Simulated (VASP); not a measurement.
# AlNi in VASP: notebook

Runs on AlNi. Level: PBEsol. Tasks: single point.

Program: VASP 6.6.1. These are calculated values, not measurements. Logs are shortened: lines on timing, memory, paths and dates and some standing lists are left out, and cuts for length are marked.

## 1. The cell of the first run

The typed cell holds 2 atoms: a = 2.731 Å, b = 2.775 Å, c = 3.175 Å, α = 88.96°, β = 90.16°, γ = 90.66°.

## 2. Single point, PBEsol

INCAR reads:

```
SYSTEM = AlNi
  PREC = Accurate
  ENCUT = 520
  EDIFF = 1E-6
  ISMEAR = 0
  SIGMA = 0.1
  LREAL = .False.
  LASPH = .True.
  NELM = 60
  ALGO = Fast
  ISIF = 2
  LWAVE = .False.
  LCHARG = .False.
  GGA = PS
  NBANDS = 14
```

KPOINTS reads:

```
regular mesh
0
Gamma
  8 8 6
  0 0 0
```

POSCAR reads:

```
AlNi
1.0
    1.9200181183     -1.9425589801     -0.0037790393
    1.9512319427      1.9735411424      0.0255001712
    0.0173630105      0.0232309344      3.1752880394
Al Ni
1 1
Direct
   -0.0042343019      0.0203536993     -0.0081235684
    0.5000516049      0.4946897599      0.4962920952
```

Potentials or basis: VASP PAW PBE potentials, release 64 (Al, Ni).

Started as:

```
cat potpaw_PBE.64/Al/POTCAR potpaw_PBE.64/Ni/POTCAR > POTCAR
mpirun -np 1 vasp_std > vasp.out
```

OUTCAR:

```text
SYSTEM = AlNi
   PREC = Accurate
   ENCUT = 520
   EDIFF = 1E-6
   ISMEAR = 0
   LREAL = .False.
   LASPH = .True.
   NELM = 60
   ISIF = 2
   GGA = PS

 ion  position               nearest neighbor table
   1  0.996  0.020  0.992-   2 2.45   2 2.45   2 2.49   2 2.50   2 2.53   2 2.54   2 2.56   2 2.58

   2  0.500  0.495  0.496-   1 2.45   1 2.45   1 2.49   1 2.50   1 2.53   1 2.54   1 2.56   1 2.58

  LATTYP: Found a triclinic cell.
 ALAT       =     6.3109597888
 B/A-ratio  =     0.9663547015
 C/A-ratio  =     1.3956002506
 COS(alpha) =     0.0000535922
 COS(beta)  =     0.6296017415
 COS(gamma) =     0.7737014820

  Lattice vectors:

 A1 = (  -3.8573992471,   3.8618870258,  -3.1677299608)
 A2 = (  -5.7912681793,   1.9115768178,  -0.0179420926)
 A3 = (   1.9477197461,   5.8431793961,  -6.2957966971)

Analysis of symmetry for initial positions (statically):
=====================================================================
 Subroutine PRICEL returns:
 Original cell was already a primitive cell.

 Routine SETGRP: Setting up the symmetry group for a
 triclinic supercell.

 Subroutine GETGRP returns: Found  1 space group operations
 (whereof  1 operations were pure point group operations)
 out of a pool of  2 trial point group operations.

The static configuration has the point symmetry C_1 .

Analysis of symmetry for dynamics (positions and initial velocities):
=====================================================================
 Subroutine PRICEL returns:
 Original cell was already a primitive cell.

 Routine SETGRP: Setting up the symmetry group for a
 triclinic supercell.

 Subroutine GETGRP returns: Found  1 space group operations
 (whereof  1 operations were pure point group operations)
 out of a pool of  2 trial point group operations.

The dynamic configuration has the point symmetry C_1 .

 Subroutine INISYM returns: Found  1 space group operations
 (whereof  1 operations are pure point group operations),
 and found     1 'primitive' translations

----------------------------------------------------------------------------------------

                                     Primitive cell

  volume of cell :      24.0654

  direct lattice vectors                    reciprocal lattice vectors
     1.920018118 -1.942558980 -0.003779039     0.260372202 -0.257434856  0.000459677
     1.951231943  1.973541142  0.025500171     0.256305261  0.253337505 -0.003254980
     0.017363011  0.023230934  3.175288039    -0.001748462 -0.002340892  0.314958746

  length of vectors
     2.731303580  2.775395646  3.175420489     0.366151062  0.360392666  0.314972298

  position of ions in fractional coordinates (direct lattice)
     0.995765698  0.020353699  0.991876432
     0.500051605  0.494689760  0.496292095

  ion indices of the primitive-cell ions
   primitive index   ion index
                 1           1
                 2           2

----------------------------------------------------------------------------------------

 KPOINTS: regular mesh

Automatic generation of k-mesh.
 Grid dimensions read from file:
 generate k-points for:    8    8    6

 Generating k-lattice:

  Cartesian coordinates                     Fractional coordinates (reciprocal lattice)
     0.032546525 -0.032179357  0.000057460     0.125000000  0.000000000 -0.000000000
     0.032038158  0.031667188 -0.000406872     0.000000000  0.125000000  0.000000000
    -0.000291410 -0.000390149  0.052493124    -0.000000000  0.000000000  0.166666667

  Length of vectors
     0.045768883  0.045049083  0.052495383

  Shift w.r.t. Gamma in fractional coordinates (k-lattice)
     0.000000000  0.000000000  0.000000000

 Subroutine IBZKPT returns following result:
 ===========================================

 Found    196 irreducible k-points:

 Following reciprocal coordinates:
            Coordinates               Weight
  0.000000  0.000000  0.000000      1.000000
  0.125000  0.000000  0.000000      2.000000
  0.250000  0.000000  0.000000      2.000000
  0.375000 -0.000000  0.000000      2.000000
  0.500000  0.000000  0.000000      1.000000
 -0.000000  0.125000 -0.000000      2.000000
[... 16 lines left out ...]
  0.125000  0.375000 -0.000000      2.000000
  0.250000  0.375000 -0.000000      2.000000
 [... further k-points ...]
   k-points           NKPTS =    196   k-points in BZ     NKDIM =    196   number of bands    NBANDS=     14
   number of dos      NEDOS =    301   number of ions     NIONS =      2
   total plane-waves  NPLWV =  11520
   dimension x,y,z NGX =    20 NGY =   24 NGZ =   24
   dimension x,y,z NGXF=    40 NGYF=   48 NGZF=   48
   ions per type =               1   1
   NGX,Y,Z   is equivalent  to a cutoff of  12.17, 14.38, 12.56 a.u.
   NGXF,Y,Z  is equivalent  to a cutoff of  24.35, 28.75, 25.13 a.u.
 SYSTEM =  AlNi
   PREC   = accura    normal or accurate (medium, high low for compatibility)
   ISTART =      0    job   : 0-new  1-cont  2-samecut
   ICHARG =      2    charge: 1-file 2-atom 10-const
   ISPIN  =      1    spin polarized calculation?
   LNONCOLLINEAR =      F non collinear calculations
   LSORBIT =      F    spin-orbit coupling
   LASPH  =      T    aspherical Exc in radial PAW
   ENCUT  =  520.0 eV  38.22 Ry    6.18 a.u.   5.08  5.16  5.90*2*pi/ulx,y,z
   NELM   =     60;   NELMIN=  2; NELMDL= -5     # of ELM steps
   EDIFF  = 0.1E-05   stopping-criterion for ELM
   LREAL  =      F    real-space projection
   EDIFFG = 0.1E-04   stopping-criterion for IOM
   NSW    =      0    number of steps for IOM
   IBRION =     -1    ionic relax: 0-MD 1-quasi-New 2-CG
   NFREE  =      0    steps in history (QN), initial steepest desc. (CG)
   ISIF   =      2    stress and relaxation
   ISYM   =      2    0-nonsym 1-usesym 2-fastsym
   POTIM  = 0.5000    time-step for ionic-motion
   TEBEG  =    0.0;   TEEND  =   0.0 temperature during run
   PSTRESS=    0.0 pullay stress
   NELECT =      13.0000    total number of electrons
   NUPDOWN=      -1.0000    fix difference up-down
   EMIN   =  10.00;   EMAX   =-10.00  energy-range for DOS
   EFERMI =   0.00;   METHOD = LEGACY
   ISMEAR =     0;   SIGMA  =   0.10  broadening in eV -4-tet -1-fermi 0-gaus
   EFERMI_NEDOS =   21; number of points for ismear=-14 and -15
   IALGO  =     68    algorithm
   IMIX   =      4    mixing-type and parameters
     AMIX     =   0.40;   BMIX     =  1.00
     AMIX_MAG =   1.60;   BMIX_MAG =  1.00
  volume/ion in A,a.u.               =      12.03        81.20
  Fermi-wavevector in a.u.,A,eV,Ry     =   1.333290  2.519553 24.186576  1.777663
  Thomas-Fermi vector in A             =   2.462160
   LORBIT       =      0    0 simple, 1 ext, 2 COOP (PROOUT), +10 PAW based schemes
   GGA     = PS    functional components
   LHFCALC =     F    Hartree Fock is set to
   AEXX    =    0.0000 exact exchange contribution
   IVDW    =     0    specifies the selected vdW correction
   LEPSILON=     F    determine dielectric tensor
   LRPA    =     F    only Hartree local field effects (RPA)
 non-spin polarized calculation
 RMM-DIIS sequential band-by-band and
 Gauss-broadening in eV      SIGMA  =   0.10
  energy-cutoff  :      520.00
  volume of cell :       24.07
 maximum number of plane-waves:       660
   NGX = 11   NGY = 11   NGZ = 11

 number of electron      13.0000002 magnetization

 Free energy of the ion-electron system (eV)
  ---------------------------------------------------
  ext. energy  EPLUGINS =         0.00000000
  ---------------------------------------------------
  free energy    TOTEN  =       -11.50269030 eV

  energy without entropy =      -11.49763863  energy(sigma->0) =      -11.50016446

 E-fermi :   9.8448     XC(G=0): -12.1348

 val. band max:        9.8347025353   @ k =   0.3750   0.5000   0.3333
 cond. band min:       9.8547936360   @ k =   0.5000   0.3750   0.3333
 fundamental gap:      0.0200911007
 Fermi energy:         9.8447847294

 k-point     1 :       0.0000    0.0000    0.0000
  band No.  band energies     occupation
      1      -1.2887      2.00000
      2       6.4726      2.00000
      3       6.6259      2.00000
      4       8.1720      2.00000
      5       8.2220      2.00000
      6       8.5316      2.00000
      7      12.2385      0.00000
      8      16.5227      0.00000
      9      16.8168      0.00000
     10      17.3688      0.00000
     11      18.4907      0.00000
     12      24.1820      0.00000
     13      29.5382      0.00000
     14      30.0800      0.00000

 k-point     2 :       0.1250    0.0000    0.0000
  band No.  band energies     occupation
      1      -0.9703      2.00000
      2       6.5577      2.00000
      3       6.6648      2.00000
      4       7.9793      2.00000
      5       8.1978      2.00000
      6       8.4088      2.00000
      7      12.7340      0.00000
      8      14.4491      0.00000
      9      16.7393      0.00000
     10      17.2106      0.00000
     11      20.2568      0.00000
     12      25.8882      0.00000
     13      27.0659      0.00000
     14      29.6205      0.00000

 k-point     3 :       0.2500    0.0000    0.0000
  band No.  band energies     occupation
      1      -0.0312      2.00000
      2       6.4912      2.00000
      3       6.8199      2.00000
      4       7.5273      2.00000
      5       8.1347      2.00000
      6       8.2437      2.00000
      7      11.4887      0.00000
      8      13.9784      0.00000
      9      17.0431      0.00000
     10      18.2101      0.00000
     11      21.4013      0.00000
     12      23.6542      0.00000
     13      26.7900      0.00000
     14      27.3003      0.00000
[... 324 lines left out ...]
 k-point    23 :       0.1250    0.3750   -0.0000
  band No.  band energies     occupation
      1       1.7022      2.00000
      2       5.4297      2.00000
      3       7.0531      2.00000
      4       7.2234      2.00000
      5       7.8888      2.00000
      6       8.1471      2.00000
      7       9.7994      1.47917
      8      16.0072      0.00000
      9      16.6329      0.00000
     10      18.5963      0.00000
     11      20.6645      0.00000
     12      22.1752      0.00000
     13      23.6324      0.00000
     14      26.9821      0.00000

 k-point    24 :       0.2500    0.3750   -0.0000
  band No.  band energies     occupation
      1       2.5558      2.00000
      2       5.8472      2.00000
      3       7.1861      2.00000
      4       7.3297      2.00000
      5       7.7750      2.00000
      6       7.7984      2.00000
      7       9.9227      0.27067
      8      14.1238      0.00000
      9      17.1142      0.00000
     10      17.8381      0.00000
     11      20.1735      0.00000
     12      21.3191      0.00000
     13      23.8032      0.00000
     14      25.4935      0.00000

 [... further k-points ...]

------------------------ aborting loop because EDIFF is reached ----------------------------------------

  FORCE on cell =-STRESS in cart. coord.  units (eV):
  Direction    XX          YY          ZZ          XY          YZ          ZX
  --------------------------------------------------------------------------------------
  -------------------------------------------------------------------------------------
  Total       -0.0530728     -0.2937640     -0.9890350     -0.0999731     -0.2598035     -0.2054926
  in kB       -3.5333660    -19.5575987    -65.8458776     -6.6557950    -17.2966498    -13.6808521
  external PRESSURE =     -29.6456141 kB  Pullay stress =       0.0000000 kB

 VOLUME and BASIS-vectors are now :
 -----------------------------------------------------------------------------
  energy-cutoff  :      520.00
  volume of cell :       24.07
      direct lattice vectors                 reciprocal lattice vectors
     1.920018118 -1.942558980 -0.003779039     0.260372202 -0.257434856  0.000459677
     1.951231943  1.973541142  0.025500171     0.256305261  0.253337505 -0.003254980
     0.017363011  0.023230934  3.175288039    -0.001748462 -0.002340892  0.314958746

 POSITION                                       TOTAL-FORCE (eV/Angst)
 -----------------------------------------------------------------------------------
      1.96882     -1.87112      3.14625        -0.226277     -0.292433      0.116761
      1.93398      0.01644      1.58660         0.226277      0.292433     -0.116761
 -----------------------------------------------------------------------------------
    total drift:                                0.000012     -0.000048     -0.000303

  FREE ENERGIE OF THE ION-ELECTRON SYSTEM (eV)
  ---------------------------------------------------
  free  energy   TOTEN  =       -11.5026902983 eV

  energy  without entropy=      -11.4976386280  energy(sigma->0) =      -11.50016446
```

It took 22 s on 1 thread of Intel Xeon 6975P-C (Granite Rapids), shared host; peak memory 0.18 GiB.

Results:

| Property | Result |
| --- | --- |
| Free energy | -11.5027 eV |
| Pressure | -3.0 GPa |
| Largest force | 0.388 eV/Å |
| Band gap on the k mesh | zero (an odd number of electrons rules out a gap without spin polarisation) |

Forces on the atoms (eV/Å):
```
Al  -0.226 -0.292  0.117
Ni   0.226  0.292 -0.117
```

Stress tensor (GPa, compression positive):
```
-0.35 -0.67 -1.37
-0.67 -1.96 -1.73
-1.37 -1.73 -6.58
```

Levels at points of the mesh, in eV from the Fermi level:
```csv
k point,band 3,band 4,band 5,band 6,band 7,band 8,band 9,band 10,band 11,band 12
"(0.00, 0.00, 0.00)",-3.22,-1.67,-1.62,-1.31,2.39,6.68,6.97,7.52,8.65,14.34
"(0.50, 0.00, 0.00)",-2.81,-2.71,-2.06,-1.53,-0.30,7.31,7.80,8.96,11.53,12.50
"(0.00, 0.50, 0.00)",-2.81,-2.77,-1.97,-1.51,-0.39,7.11,7.75,8.78,12.00,12.56
"(0.50, 0.50, 0.00)",-2.49,-2.44,-2.30,-2.12,-0.85,2.26,3.26,10.24,12.90,13.11
"(0.00, 0.00, 0.50)",-2.95,-2.06,-1.98,-1.35,-1.28,8.38,11.00,11.04,11.56,11.64
"(0.50, 0.00, 0.50)",-3.43,-2.73,-1.98,-1.86,-1.27,1.31,2.05,13.31,15.07,15.75
"(0.00, 0.50, 0.50)",-3.53,-2.83,-1.91,-1.82,-1.28,1.10,1.94,13.75,15.58,15.89
"(0.50, 0.50, 0.50)",-4.02,-1.22,-0.84,1.77,2.08,2.26,3.61,3.84,4.14,5.42
```

Caveat: the stress differs along the axes, from -7 to -0 GPa; the PAW data sets were made with another functional, which shifts forces and pressure a little. Spin polarisation is off, so any magnetic state and its effect on volume and gap are missing.

[end of part 1 of 2]

The gap in the log of VASP goes by the Fermi energy; the results here count the filled bands.